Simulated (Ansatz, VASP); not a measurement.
## Pt: VASP beside Ansatz

The input INCAR:

```
SYSTEM = Pt
PREC     = Accurate       ! precision mode
ENCUT    = 520            ! plane-wave cutoff, eV
EDIFF    = 1E-6           ! SCF threshold, eV
ISMEAR   = 0              ! smearing method
SIGMA    = 0.15           ! smearing width, eV
LREAL    = .FALSE.        ! projectors in reciprocal space
LASPH    = .TRUE.         ! aspherical terms in the spheres
NELM     = 100            ! most SCF steps
ALGO     = Fast           ! electronic algorithm
ISIF     = 2              ! what is computed and relaxed
LWAVE    = .FALSE.        ! write WAVECAR
LCHARG   = .FALSE.        ! write CHGCAR
GGA      = PS             ! functional
NBANDS   = 17             ! bands
```

KPOINTS

```
regular mesh
0
G
  24 24 14
  0 0 0
```

File POSCAR:

```
Pt
1.0
    2.8614281013      0.0000000000      0.0000000000
   -1.4307140507      2.4780694268      0.0000000000
    0.0000000000      0.0000000000      4.8244757716
Pt
2
Direct
    0.6666666667      0.3333333333      0.7500000000
    0.3333333333      0.6666666667      0.2500000000
```

Input for Ansatz:

```yaml
crystal:
  lattice:
    - [2.8614281013, 0.0, 0.0]
    - [-1.4307140507, 2.4780694268, 0.0]
    - [0.0, 0.0, 4.8244757716]
  atoms:
    - { symbol: Pt, position: [0.6666666667, 0.3333333333, 0.75] }
    - { symbol: Pt, position: [0.3333333333, 0.6666666667, 0.25] }
basis:
  ecutwfc: 420
kpoints:
  mp_grid: { grid: [24, 24, 14] }
hamiltonian:
  xc: pbesol
scf:
  occupations: { method: gaussian, width: 0.15 }
output:
  forces: true
  stress: true
  eigenvalues: true
```

Change from the starting cell: strain +0.050 along x and y, +0.025 along z, atoms carried along.

Alike in both runs: task single point; functional PBEsol; k mesh 24 × 24 × 14; occupations gaussian, width 0.15 eV; no spin polarisation.

```csv
,VASP,Ansatz
version,VASP 6.6.1,Ansatz 0.2.0
potentials or method,"VASP PAW PBE potentials, release 64 (Pt), cutoff 520 eV","scalar-relativistic, plane waves, PAW"
valence electrons in the cell,20,36
```

```csv
,VASP,Ansatz,Ansatz less VASP
gap on the k mesh at the Fermi level (eV),none,none,-
pressure (GPa),-25.2,-24.9,+0.31
"traceless stress, the component that is largest in VASP (GPa)",2.79,2.90,+0.102
```

VASP's potentials were made for PBE, not for PBEsol. A gap of «none» marks a metal or a gap that the smearing closes. The functional is the same, so the differences come from potentials, cutoffs and numerics. VASP's potentials hold 20 valence electrons a cell and Ansatz's 36, so a difference there can come from the potentials and not from the codes.

Neither program's run includes spin-orbit coupling.
